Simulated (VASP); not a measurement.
A run of VASP 6.6.1 is set up as follows.

The input INCAR:

```
SYSTEM = ZnS
PREC = Accurate
ENCUT = 520
EDIFF = 1E-8
ISMEAR = 0
SIGMA = 0.01
LREAL = .FALSE.
LASPH = .TRUE.
NELM = 60
ALGO = Normal
ISIF = 2
LWAVE = .FALSE.
LCHARG = .FALSE.
GGA = CA
NBANDS = 16
IBRION = 8
NSW = 1
LEPSILON = .TRUE.
```

Contents of KPOINTS:

```
regular mesh
0
G
  10 10 10
  0 0 0
```

Contents of POSCAR:

```
ZnS
1.0
    0.0000000000      2.3977068742      2.3977068742
    2.3977068742      0.0000000000      2.3977068742
    2.3977068742      2.3977068742      0.0000000000
Zn S
1 1
Direct
    0.0000000000      0.0000000000      0.0000000000
    0.7500000000      0.7500000000      0.7500000000
```

Potentials or basis: VASP PAW LDA potentials, release 64 (Zn, S).

Command:

```sh
$ cat potpaw_LDA.64/Zn/POTCAR potpaw_LDA.64/S/POTCAR > POTCAR
$ mpirun -np 1 vasp_std > vasp.out
```

(1) What does it give for the electronic dielectric tensor (diagonal)?

(2) Predict the Born charges (mean of the diagonal).

(3) Estimate the highest phonon frequency at Γ, LO-TO splitting left out.

## Answers

(1) 6.49.

(2) Zn +1.47; S -1.47 e.

(3) 466 cm⁻¹.

Caveat: the cell wasn't relaxed at this level first, which shifts response properties.
